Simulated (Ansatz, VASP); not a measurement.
## One calculation of Ta5W, two programs

```
W Ta
1.0
     3.31955    0.00000    0.00000
     0.00000    3.31955    0.00000
     0.00000    0.00000   24.29890
W Ta
1 5
Direct
  0.25000 0.25000 0.33675
  0.75000 0.75000 0.39678
  0.25000 0.25000 0.46440
  0.75000 0.75000 0.53560
  0.25000 0.25000 0.60322
  0.75000 0.75000 0.66325
```

Alike in both runs: task single point; functional PBE; k mesh 12 × 12 × 1; occupations fermi-dirac, width 0.08 eV; no spin polarisation.

|  | VASP | Ansatz |
| --- | --- | --- |
| version | VASP 6.6.1 | Ansatz 0.2.0 |
| potentials or method | VASP PAW PBE potentials, release 64 (W_sv, Ta_pv), cutoff 520 eV | all-electron LAPW, scalar-relativistic |

VASP gave:

- rms of the force components (eV/Å): 0.425

Which values does Ansatz return?

rms of the force components (eV/Å): 0.427.

Atom by atom the forces differ by 0.004 eV/Å (rms over components). Ansatz ran all-electron here, and VASP with PAW potentials. Ansatz's warnings: vacuum below fermi.

Spin-orbit coupling is off throughout.
